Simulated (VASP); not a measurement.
# ScAlH6 (Fm-3m) in VASP: notebook

The runs below take ScAlH6 through single point, relaxation of cell and atoms, with PBEsol, r2SCAN+rVV10.

Program: VASP 6.6.1. These are calculated values, not measurements. Logs are shortened: lines on timing, memory, paths and dates and some standing lists are left out, and cuts for length are marked.

### 1 The cell of the first run

It takes space group Fm-3m (No. 225, cubic). The conventional cell has a = 7.275 Å, b = 7.275 Å, c = 7.275 Å, α = 90.00°, β = 90.00°, γ = 90.00°. Within 2.6 Å of Sc (site symmetry m-3m) lie 6 H at 1.93 Å. Within 2.3 Å of Al (site symmetry m-3m) lie 6 H at 1.71 Å. Within 2.3 Å of H (site symmetry 4mm) lie 1 Al at 1.71 Å and 1 Sc at 1.93 Å.

### 2 Single point, PBEsol

Input file INCAR:

```
SYSTEM = ScAlH6
  PREC = Accurate
  ENCUT = 520
  EDIFF = 1E-6
  ISMEAR = -1
  SIGMA = 0.03
  LREAL = .FALSE.
  LASPH = .TRUE.
  NELM = 80
  ALGO = Normal
  ISIF = 2
  LWAVE = .FALSE.
  LCHARG = .TRUE.
  GGA = PS
  LELF = .TRUE.
  LVHAR = .TRUE.
  NBANDS = 20
```

Input file KPOINTS:

```
regular mesh
0
G
  6 6 6
  0 0 0
```

Input file POSCAR:

```
ScAlH6
1.0
    0.0000000000      3.6374271760      3.6374271760
    3.6374271760      0.0000000000      3.6374271760
    3.6374271760      3.6374271760      0.0000000000
Sc Al H
1 1 6
Direct
    0.5000000000      0.5000000000      0.5000000000
    0.0000000000      0.0000000000      0.0000000000
    0.7646567079      0.2353432921      0.2353432921
    0.2353432921      0.7646567079      0.7646567079
    0.2353432921      0.7646567079      0.2353432921
    0.7646567079      0.2353432921      0.7646567079
    0.2353432921      0.2353432921      0.7646567079
    0.7646567079      0.7646567079      0.2353432921
```

Potentials or basis: VASP PAW PBE potentials, release 64 (Sc_sv, Al, H).

The run is started by

```sh
$ cat potpaw_PBE.64/Sc_sv/POTCAR potpaw_PBE.64/Al/POTCAR potpaw_PBE.64/H/POTCAR > POTCAR
$ mpirun -np 1 vasp_std > vasp.out
```

OUTCAR:

```text
SYSTEM = ScAlH6
   PREC = Accurate
   ENCUT = 520
   EDIFF = 1E-6
   ISMEAR = -1
   LREAL = .FALSE.
   LASPH = .TRUE.
   NELM = 80
   ISIF = 2
   GGA = PS

 ion  position               nearest neighbor table
   1  0.500  0.500  0.500-   3 1.93   4 1.93   5 1.93   6 1.93   7 1.93   8 1.93
   2  0.000  0.000  0.000-   3 1.71   4 1.71   5 1.71   6 1.71   7 1.71   8 1.71
   3  0.765  0.235  0.235-   2 1.71   1 1.93
   4  0.235  0.765  0.765-   2 1.71   1 1.93
   5  0.235  0.765  0.235-   2 1.71   1 1.93
   6  0.765  0.235  0.765-   2 1.71   1 1.93
   7  0.235  0.235  0.765-   2 1.71   1 1.93
   8  0.765  0.765  0.235-   2 1.71   1 1.93

  LATTYP: Found a face centered cubic cell.
 ALAT       =     7.2748543520

  Lattice vectors:

 A1 = (   0.0000000000,   3.6374271760,   3.6374271760)
 A2 = (   3.6374271760,   0.0000000000,   3.6374271760)
 A3 = (   3.6374271760,   3.6374271760,   0.0000000000)

Analysis of symmetry for initial positions (statically):
=====================================================================
 Subroutine PRICEL returns:
 Original cell was already a primitive cell.

 Routine SETGRP: Setting up the symmetry group for a
 face centered cubic supercell.

 Subroutine GETGRP returns: Found 48 space group operations
 (whereof 48 operations were pure point group operations)
 out of a pool of 48 trial point group operations.

The static configuration has the point symmetry O_h .

Analysis of symmetry for dynamics (positions and initial velocities):
=====================================================================
 Subroutine PRICEL returns:
 Original cell was already a primitive cell.

 Routine SETGRP: Setting up the symmetry group for a
 face centered cubic supercell.

 Subroutine GETGRP returns: Found 48 space group operations
 (whereof 48 operations were pure point group operations)
 out of a pool of 48 trial point group operations.

The dynamic configuration has the point symmetry O_h .

 Subroutine INISYM returns: Found 48 space group operations
 (whereof 48 operations are pure point group operations),
 and found     1 'primitive' translations

----------------------------------------------------------------------------------------

                                     Primitive cell

  volume of cell :      96.2527

  direct lattice vectors                    reciprocal lattice vectors
     0.000000000  3.637427176  3.637427176    -0.137459797  0.137459797  0.137459797
     3.637427176  0.000000000  3.637427176     0.137459797 -0.137459797  0.137459797
     3.637427176  3.637427176  0.000000000     0.137459797  0.137459797 -0.137459797

  length of vectors
     5.144098844  5.144098844  5.144098844     0.238087352  0.238087352  0.238087352

  position of ions in fractional coordinates (direct lattice)
     0.500000000  0.500000000  0.500000000
     0.000000000  0.000000000  0.000000000
     0.764656708  0.235343292  0.235343292
     0.235343292  0.764656708  0.764656708
     0.235343292  0.764656708  0.235343292
     0.764656708  0.235343292  0.764656708
     0.235343292  0.235343292  0.764656708
     0.764656708  0.764656708  0.235343292

  ion indices of the primitive-cell ions
   primitive index   ion index
                 1           1
                 2           2
                 3           3
                 4           4
                 5           5
                 6           6
                 7           7
                 8           8

----------------------------------------------------------------------------------------

 KPOINTS: regular mesh

Automatic generation of k-mesh.
 Grid dimensions read from file:
 generate k-points for:    6    6    6

 Generating k-lattice:

  Cartesian coordinates                     Fractional coordinates (reciprocal lattice)
    -0.022909966  0.022909966  0.022909966     0.166666667  0.000000000  0.000000000
     0.022909966 -0.022909966  0.022909966     0.000000000  0.166666667  0.000000000
     0.022909966  0.022909966 -0.022909966     0.000000000  0.000000000  0.166666667

  Length of vectors
     0.039681225  0.039681225  0.039681225

  Shift w.r.t. Gamma in fractional coordinates (k-lattice)
     0.000000000  0.000000000  0.000000000

 Subroutine IBZKPT returns following result:
 ===========================================

 Found     16 irreducible k-points:

 Following reciprocal coordinates:
            Coordinates               Weight
  0.000000  0.000000  0.000000      1.000000
  0.166667  0.000000  0.000000      8.000000
  0.333333  0.000000  0.000000      8.000000
  0.500000  0.000000  0.000000      4.000000
  0.166667  0.166667  0.000000      6.000000
  0.333333  0.166667  0.000000     24.000000
[... 8 lines left out ...]
 -0.333333  0.333333  0.166667     24.000000
 -0.333333  0.500000  0.166667     12.000000
   k-points           NKPTS =     16   k-points in BZ     NKDIM =     16   number of bands    NBANDS=     20
   number of dos      NEDOS =    301   number of ions     NIONS =      8
   total plane-waves  NPLWV =  64000
   dimension x,y,z NGX =    40 NGY =   40 NGZ =   40
   dimension x,y,z NGXF=    80 NGYF=   80 NGZF=   80
   ions per type =               1   1   6
   NGX,Y,Z   is equivalent  to a cutoff of  12.93, 12.93, 12.93 a.u.
   NGXF,Y,Z  is equivalent  to a cutoff of  25.85, 25.85, 25.85 a.u.
 SYSTEM =  ScAlH6
   PREC   = accura    normal or accurate (medium, high low for compatibility)
   ISTART =      0    job   : 0-new  1-cont  2-samecut
   ICHARG =      2    charge: 1-file 2-atom 10-const
   ISPIN  =      1    spin polarized calculation?
   LNONCOLLINEAR =      F non collinear calculations
   LSORBIT =      F    spin-orbit coupling
   LASPH  =      T    aspherical Exc in radial PAW
   ENCUT  =  520.0 eV  38.22 Ry    6.18 a.u.   9.56  9.56  9.56*2*pi/ulx,y,z
   NELM   =     80;   NELMIN=  2; NELMDL= -5     # of ELM steps
   EDIFF  = 0.1E-05   stopping-criterion for ELM
   LREAL  =      F    real-space projection
   EDIFFG = 0.1E-04   stopping-criterion for IOM
   NSW    =      0    number of steps for IOM
   IBRION =     -1    ionic relax: 0-MD 1-quasi-New 2-CG
   NFREE  =      0    steps in history (QN), initial steepest desc. (CG)
   ISIF   =      2    stress and relaxation
   ISYM   =      2    0-nonsym 1-usesym 2-fastsym
   POTIM  = 0.5000    time-step for ionic-motion
   TEBEG  =    0.0;   TEEND  =   0.0 temperature during run
   PSTRESS=    0.0 pullay stress
   NELECT =      20.0000    total number of electrons
   NUPDOWN=      -1.0000    fix difference up-down
   EMIN   =  10.00;   EMAX   =-10.00  energy-range for DOS
   EFERMI =   0.00;   METHOD = LEGACY
   ISMEAR =    -1;   SIGMA  =   0.03  broadening in eV -4-tet -1-fermi 0-gaus
   EFERMI_NEDOS =   21; number of points for ismear=-14 and -15
   IALGO  =     38    algorithm
   IMIX   =      4    mixing-type and parameters
     AMIX     =   0.40;   BMIX     =  1.00
     AMIX_MAG =   1.60;   BMIX_MAG =  1.00
  volume/ion in A,a.u.               =      12.03        81.19
  Fermi-wavevector in a.u.,A,eV,Ry     =   0.969647  1.832368 12.792418  0.940216
  Thomas-Fermi vector in A             =   2.099717
   LORBIT       =      0    0 simple, 1 ext, 2 COOP (PROOUT), +10 PAW based schemes
   GGA     = PS    functional components
   LHFCALC =     F    Hartree Fock is set to
   AEXX    =    0.0000 exact exchange contribution
   IVDW    =     0    specifies the selected vdW correction
   LEPSILON=     F    determine dielectric tensor
   LRPA    =     F    only Hartree local field effects (RPA)
 non-spin polarized calculation
  energy-cutoff  :      520.00
  volume of cell :       96.25
 maximum number of plane-waves:      2637
 NGX is ok and might be reduce to    40
   NGX = 19   NGY = 19   NGZ = 19

 number of electron      19.9999996 magnetization

 Free energy of the ion-electron system (eV)
  ---------------------------------------------------
  ext. energy  EPLUGINS =         0.00000000
  ---------------------------------------------------
  free energy    TOTEN  =       -30.74873279 eV

  energy without entropy =      -30.74873279  energy(sigma->0) =      -30.74873279

 E-fermi :  -0.3321     XC(G=0):  -7.7839

 val. band max:       -1.0114340645   @ k =  -0.3333   0.1667   0.0000
 cond. band min:       1.1104099404   @ k =   0.5000   0.5000   0.0000
 fundamental gap:      2.1218440050
 Fermi energy:        -0.3321303703

 k-point     1 :       0.0000    0.0000    0.0000
  band No.  band energies     occupation
      1     -49.6994      2.00000
      2     -28.3863      2.00000
      3     -28.3863      2.00000
      4     -28.3863      2.00000
      5      -7.5699      2.00000
      6      -2.5847      2.00000
[... 12 lines left out ...]
     19       6.7532      0.00000
     20       7.1156      0.00000

 k-point     2 :       0.1667    0.0000    0.0000
  band No.  band energies     occupation
      1     -49.6993      2.00000
      2     -28.3868      2.00000
      3     -28.3864      2.00000
      4     -28.3864      2.00000
      5      -7.3971      2.00000
      6      -3.1367      2.00000
[... 12 lines left out ...]
     19       7.0783      0.00000
     20       7.0783      0.00000

 k-point     3 :       0.3333    0.0000    0.0000
  band No.  band energies     occupation
      1     -49.6993      2.00000
      2     -28.3878      2.00000
      3     -28.3864      2.00000
      4     -28.3864      2.00000
      5      -6.9371      2.00000
      6      -4.1816      2.00000
[... 12 lines left out ...]
     19       7.2872      0.00000
     20       7.2872      0.00000

 k-point     4 :       0.5000    0.0000    0.0000
  band No.  band energies     occupation
      1     -49.6993      2.00000
      2     -28.3883      2.00000
      3     -28.3865      2.00000
      4     -28.3865      2.00000
      5      -6.5706      2.00000
      6      -4.7885      2.00000
[... 245 lines left out ...]
 k-point    15 :      -0.3333    0.3333    0.1667
  band No.  band energies     occupation
      1     -49.6993      2.00000
      2     -28.3878      2.00000
      3     -28.3872      2.00000
      4     -28.3868      2.00000
      5      -6.5428      2.00000
      6      -4.3541      2.00000
[... 12 lines left out ...]
     19       8.0016      0.00000
     20       8.4270      0.00000

 k-point    16 :      -0.3333    0.5000    0.1667
  band No.  band energies     occupation
      1     -49.6993      2.00000
      2     -28.3877      2.00000
      3     -28.3873      2.00000
      4     -28.3871      2.00000
      5      -6.5718      2.00000
      6      -3.9606      2.00000
[... 12 lines left out ...]
     19       8.6910      0.00000
     20       8.9451      0.00000

------------------------ aborting loop because EDIFF is reached ----------------------------------------

  FORCE on cell =-STRESS in cart. coord.  units (eV):
  Direction    XX          YY          ZZ          XY          YZ          ZX
  --------------------------------------------------------------------------------------
  -------------------------------------------------------------------------------------
  Total       -0.0182171     -0.0182171     -0.0182171      0.0000000      0.0000000     -0.0000000
  in kB       -0.3032341     -0.3032341     -0.3032341      0.0000000      0.0000000     -0.0000000
  external PRESSURE =      -0.3032341 kB  Pullay stress =       0.0000000 kB

 VOLUME and BASIS-vectors are now :
 -----------------------------------------------------------------------------
  energy-cutoff  :      520.00
  volume of cell :       96.25
      direct lattice vectors                 reciprocal lattice vectors
     0.000000000  3.637427176  3.637427176    -0.137459797  0.137459797  0.137459797
     3.637427176  0.000000000  3.637427176     0.137459797 -0.137459797  0.137459797
     3.637427176  3.637427176  0.000000000     0.137459797  0.137459797 -0.137459797

 POSITION                                       TOTAL-FORCE (eV/Angst)
 -----------------------------------------------------------------------------------
      3.63743      3.63743      3.63743         0.000000      0.000000     -0.000000
      0.00000      0.00000      0.00000         0.000000      0.000000     -0.000000
      1.71209      3.63743      3.63743        -0.005330      0.000000     -0.000000
      5.56277      3.63743      3.63743         0.005330      0.000000     -0.000000
      3.63743      1.71209      3.63743         0.000000     -0.005330     -0.000000
      3.63743      5.56277      3.63743         0.000000      0.005330     -0.000000
      3.63743      3.63743      1.71209         0.000000      0.000000     -0.005330
      3.63743      3.63743      5.56277         0.000000      0.000000      0.005330
 -----------------------------------------------------------------------------------
    total drift:                               -0.000000     -0.000000      0.000000

  FREE ENERGIE OF THE ION-ELECTRON SYSTEM (eV)
  ---------------------------------------------------
  free  energy   TOTEN  =       -30.7487327902 eV

  energy  without entropy=      -30.7487327901  energy(sigma->0) =      -30.74873279
```

Run time: 18 s. Hardware: 1 thread of Intel Xeon 6975P-C (Granite Rapids), shared host; peak memory 0.24 GiB.

What came out:

* Free energy: -30.7487 eV
* Pressure: 0.0 GPa
* Largest force: 0.005 eV/Å
* Band gap on the k mesh: 2.12 eV (least direct gap 2.76 eV)

Forces in eV/Å, atoms in the order of the input:
```
Sc   0.000  0.000  0.000
Al   0.000  0.000  0.000
H   -0.005  0.000  0.000
H    0.005  0.000  0.000
H    0.000 -0.005  0.000
H    0.000  0.005  0.000
H    0.000  0.000 -0.005
H    0.000  0.000  0.005
```

Levels at points of the mesh, in eV from the valence-band top:
```csv
k point,band 8,band 9,band 10,band 11,band 12,band 13
"(0.00, 0.00, 0.00)",-1.57,-1.21,-1.21,2.52,2.52,2.52
"(0.50, 0.00, 0.00)",-2.43,-0.02,-0.02,2.74,2.89,2.89
"(0.50, 0.50, 0.00)",-2.07,-1.95,-1.00,2.12,3.00,3.10
```

Caveat: the PAW data sets were made with another functional, which shifts forces and pressure a little.

### 3 Single point, r2SCAN+rVV10

This run uses another cell than the first one, of 11.90 Å³/atom.

Input file POSCAR:

```
ScAlH6
1.0
    0.0000000000      3.6238432084      3.6238432084
    3.6238432084      0.0000000000      3.6238432084
    3.6238432084      3.6238432084      0.0000000000
Sc Al H
1 1 6
Direct
    0.5000000000      0.5000000000      0.5000000000
    0.0000000000      0.0000000000      0.0000000000
    0.7652590496      0.2347409504      0.2347409504
    0.2347409504      0.7652590496      0.7652590496
    0.2347409504      0.7652590496      0.2347409504
    0.7652590496      0.2347409504      0.7652590496
    0.2347409504      0.2347409504      0.7652590496
    0.7652590496      0.7652590496      0.2347409504
```

Input file INCAR.step1:

```
SYSTEM = ScAlH6
PREC = Accurate
ENCUT = 520
ISMEAR = -1
SIGMA = 0.03
LREAL = .False.
LASPH = .True.
NELM = 80
NBANDS = 20
GGA = PE
ALGO = Normal
EDIFF = 1E-4
LWAVE = .True.
LCHARG = .False.
```

Input file INCAR.step2:

```
SYSTEM = ScAlH6
PREC = Accurate
ENCUT = 520
EDIFF = 1E-6
ISMEAR = -1
SIGMA = 0.03
LREAL = .False.
LASPH = .True.
NELM = 80
ALGO = Normal
ISIF = 2
LWAVE = .False.
LCHARG = .False.
METAGGA = R2SCAN
LMIXTAU = .True.
LUSE_VDW = .True.
IVDW_NL = 2
BPARAM = 11.95
CPARAM = 0.0093
NBANDS = 20
ISTART = 1
```

Input file KPOINTS:

```
regular mesh
0
Gamma
  6 6 6
  0 0 0
```

Potentials or basis: VASP PAW PBE potentials, release 64 (Sc_sv, Al, H).

The run is started by

```sh
$ cat potpaw_PBE.64/Sc_sv/POTCAR potpaw_PBE.64/Al/POTCAR potpaw_PBE.64/H/POTCAR > POTCAR
$ cp INCAR.step1 INCAR
$ mpirun -np 1 vasp_std > vasp.out
$ cp INCAR.step2 INCAR
$ mpirun -np 1 vasp_std > vasp.out
```

It took 1.9 min on 1 thread of Intel Xeon 6975P-C (Granite Rapids), shared host; peak memory 0.5 GiB.

It converged, with:

* Free energy: -39.3838 eV
* Pressure: -0.1 GPa
* Largest force: 0.021 eV/Å
* Band gap on the k mesh: 2.74 eV (least direct gap 3.45 eV)

Forces on the atoms (eV/Å):
```
Sc   0.000  0.000  0.000
Al   0.000  0.000  0.000
H   -0.021  0.000  0.000
H    0.021  0.000  0.000
H    0.000 -0.021  0.000
H    0.000  0.021  0.000
H    0.000  0.000 -0.021
H    0.000  0.000  0.021
```

Levels at points of the mesh, in eV from the valence-band top:
| k point | band 6 | band 7 | band 8 | band 9 | band 10 | band 11 | band 12 | band 13 | band 14 | band 15 |
| --- | --- | --- | --- | --- | --- | --- | --- | --- | --- | --- |
| (0.00, 0.00, 0.00) | -1.60 | -1.60 | -1.60 | -1.21 | -1.21 | 3.21 | 3.21 | 3.21 | 4.73 | 6.82 |
| (0.50, 0.00, 0.00) | -3.81 | -2.48 | -2.48 | -0.02 | -0.02 | 3.43 | 3.61 | 3.61 | 5.03 | 5.03 |
| (0.50, 0.50, 0.00) | -2.71 | -2.09 | -2.09 | -1.91 | -1.00 | 2.74 | 3.60 | 3.86 | 3.86 | 6.87 |

Caveat: the PAW data sets were made with another functional, which shifts forces and pressure a little.

(Part 1 of 2 ends here.)
